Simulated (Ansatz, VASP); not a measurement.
**Ag in VASP and in Ansatz**

```
Ag
1.0
     0.00000    1.99202    1.94094
     1.99202    0.00000    1.94094
     1.99202    1.99202    0.00000
Ag
1
Direct
  0.00000 0.00000 0.00000
```

Change from the starting cell: strain -0.025 along x and y, -0.050 along z, atoms carried along.

Alike in both runs: task single point; functional PBEsol; k mesh 20 × 20 × 20; occupations gaussian, width 0.15 eV; no spin polarisation.

```csv
,VASP,Ansatz
version,VASP 6.6.1,Ansatz 0.2.0
potentials or method,"VASP PAW PBE potentials, release 64 (Ag), cutoff 520 eV","scalar-relativistic, plane waves, PAW"
valence electrons in the cell,11,19
```

|  | VASP | Ansatz | Ansatz less VASP |
| --- | --- | --- | --- |
| gap on the k mesh at the Fermi level (eV) | none | none | - |
| pressure (GPa) | 11.3 | 11.7 | +0.36 |
| traceless stress, the component that is largest in VASP (GPa) | 0.85 | 0.86 | +0.006 |

VASP's potentials were made for PBE, not for PBEsol. A gap of «none» marks a metal or a gap that the smearing closes. With one functional, cell and mesh, what is left measures potentials, basis and numerics. VASP's potentials hold 11 valence electrons a cell and Ansatz's 19, so a difference there can come from the potentials and not from the codes.
